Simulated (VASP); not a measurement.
AlGa2N3, 6 atoms in the cell. The structure is trigonal, space group P3m1 (No. 156). The conventional cell has a = 2.956 Å, b = 2.956 Å, c = 7.240 Å, α = 90.00°, β = 90.00°, γ = 120.00°. Al (site symmetry 3m) has 4 N at 1.81 Å within 2.4 Å. Within 2.4 Å of Ga (site symmetry 3m) lie 4 N at 1.81 Å. Within 2.4 Å of Ga (site symmetry 3m) lie 4 N at 1.81 Å. Within 2.4 Å of N (site symmetry 3m) lie 3 Al at 1.81 Å and 1 Ga at 1.81 Å. N (site symmetry 3m) has 4 Ga at 1.81 Å within 2.4 Å. Within 2.4 Å of N (site symmetry 3m) lie 3 Ga at 1.81 Å and 1 Al at 1.81 Å. 

* Program: VASP 6.6.1
* Task: relaxation of cell and atoms
* Functional: PBE
* Potentials or basis: VASP PAW PBE potentials, release 64 (Al, Ga_d, N)
* Cutoff: 600 eV
* k mesh: 12 × 12 × 4
* Occupations: fermi-dirac, width 0.02 eV
* Spin: no spin polarisation
* Dipole correction: no
* Further INCAR settings: ALGO = Normal; EDIFF = 1e-06; IBRION = 2; EDIFFG = -0.005; NSW = 80; ISIF = 3

Potentials or basis: VASP PAW PBE potentials, release 64 (Al, Ga_d, N).

Launch:

```bash
$ cat potpaw_PBE.64/Al/POTCAR potpaw_PBE.64/Ga_d/POTCAR potpaw_PBE.64/N/POTCAR > POTCAR
$ mpirun -np 1 vasp_std > vasp.out
```

Hardware: 1 thread of Intel(R) Xeon(R) Platinum 8488C (Sapphire Rapids), with other jobs on the host.

How long does it take, and how much memory?

Run time: 9.2 min on 1 thread of Intel(R) Xeon(R) Platinum 8488C (Sapphire Rapids) (shared host), peak memory 0.26 GiB. Counts: scf iterations 79, k points 69, ion steps 11.
